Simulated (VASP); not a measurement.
**TaMnN2: relaxation of cell and atoms with PBE**

TaMnN2:

```
Ta Mn N
1.0
     3.30733    0.00000    0.00000
     0.00000    3.30733    0.00000
     0.00000    0.00000    4.78333
Ta Mn N
1 1 2
Direct
  0.00000 0.00000 0.50000
  0.50000 0.50000 0.00000
  0.50000 0.00000 0.27642
  0.00000 0.50000 0.72358
```

The cell was generated, and may not be a known phase.

```
Program                : VASP 6.6.1
Task                   : relaxation of cell and atoms
Functional             : PBE
Potentials or basis    : VASP PAW PBE potentials, release 64 (Ta_sv_GW, Mn_sv, N)
Cutoff                 : 700 eV
k mesh                 : 6 × 6 × 4
Occupations            : gaussian, width 0.1 eV
Spin                   : collinear spin, ferromagnetic start
Starting moments       : [0.0, 4.0, 0.0, 0.0] μB
Dipole correction      : no
Further INCAR settings : ALGO = Normal; EDIFF = 1e-07; IBRION = 2; EDIFFG = -0.04; NSW = 90; ISIF = 3
```

```json
{
 "Relaxed volume": "12.72 Å³/atom",
 "Relaxed cell": "a = 3.320 Å, b = 3.320 Å, c = 4.614 Å, α = 90.00°, β = 90.00°, γ = 90.00°",
 "Space group after relaxing (to 0.1 Å)": "P-4m2 (No. 115)",
 "Energy gained by relaxing": "22.6 meV/atom",
 "Ionic steps": "8",
 "Pressure after relaxing": "0.1 GPa",
 "Largest force after relaxing": "0.027 eV/Å",
 "Net moment": "3.78 μB per cell",
 "Site moments": "Ta +0.05; Mn +3.42; N +0.03 μB",
 "Valence electrons inside the program's atomic spheres": "Ta 11.76; Mn 12.87; N 3.73"
}
```

Forces on the atoms (eV/Å):
```
Ta   0.000  0.000  0.000
Mn   0.000  0.000  0.000
N    0.000  0.000  0.027
N    0.000  0.000 -0.027
```

Stress tensor (GPa, compression positive):
```
 0.16  0.00  0.00
 0.00  0.16  0.00
 0.00  0.00 -0.13
```

Step by step:
```
step  energy change (eV)  largest force (eV/Å)  pressure (GPa)  volume (Å³)
   1              0.0000                1.0758            1.37        52.32
   2             -0.0481                0.0755           -5.51        53.17
   3             -0.0513                0.1441           -4.14        52.99
   4             -0.0882                0.0775            0.48        50.95
   5             -0.0884                0.0706            0.83        50.81
   6             -0.0897                0.1103           -0.36        50.90
   7             -0.0900                0.0611           -0.03        50.88
   8             -0.0904                0.0275            0.06        50.87
```

Final structure:
```
Ta Mn N
1.0
     3.32021    0.00000    0.00000
     0.00000    3.32021    0.00000
     0.00000    0.00000    4.61446
Ta Mn N
1 1 2
Direct
  0.00000 0.00000 0.50000
  0.50000 0.50000 0.00000
  0.50000 0.00000 0.25900
  0.00000 0.50000 0.74100
```

Levels at points of the mesh, in eV from the Fermi level:
Spin up:
| k point | band 18 | band 19 | band 20 | band 21 | band 22 | band 23 | band 24 | band 25 |
| --- | --- | --- | --- | --- | --- | --- | --- | --- |
| (0.00, 0.00, 0.00) | -2.23 | -2.12 | -0.25 | -0.25 | 0.47 | 1.74 | 1.97 | 3.54 |
| (0.50, 0.00, 0.00) | -2.11 | -1.44 | -1.12 | -0.77 | 1.72 | 2.57 | 3.01 | 3.32 |
| (0.50, 0.50, 0.00) | -2.55 | -1.89 | -1.48 | -1.09 | 0.91 | 0.91 | 2.06 | 2.17 |
| (0.00, 0.00, 0.50) | -2.20 | -1.87 | 0.54 | 0.54 | 1.67 | 2.51 | 3.32 | 3.66 |
| (0.50, 0.00, 0.50) | -1.87 | -1.46 | -0.56 | -0.51 | 1.50 | 2.20 | 2.78 | 4.47 |
| (0.50, 0.50, 0.50) | -2.71 | -1.93 | -1.80 | -1.55 | 1.37 | 1.37 | 2.30 | 3.49 |
Spin down:
```
           k point  band 15  band 16  band 17  band 18  band 19  band 20
(0.00, 0.00, 0.00)    -3.67    -3.67    -0.98     0.58     1.18     1.30
(0.50, 0.00, 0.00)    -4.55    -4.43     0.42     0.49     0.81     0.94
(0.50, 0.50, 0.00)    -3.72    -3.72    -1.32    -1.32     1.57     1.88
(0.00, 0.00, 0.50)    -4.00    -4.00    -0.55     0.18     1.59     1.82
(0.50, 0.00, 0.50)    -4.69    -4.18     0.96     1.32     1.52     1.60
(0.50, 0.50, 0.50)    -3.65    -3.65    -1.43    -1.43     0.71     0.84
```

Run time: 9.5 min on 1 thread of AMD EPYC 9R45 96-Core Processor (Zen 5), with other jobs on the host, peak memory 0.27 GiB.

Caveat: spin-orbit coupling is left out, which moves the levels of the heavy elements; a cell with one magnetic atom can't hold antiferromagnetic order, which such compounds often take. With open d or f shells a metallic result of PBE can be an artefact of self-interaction; +U or a hybrid may open a gap.
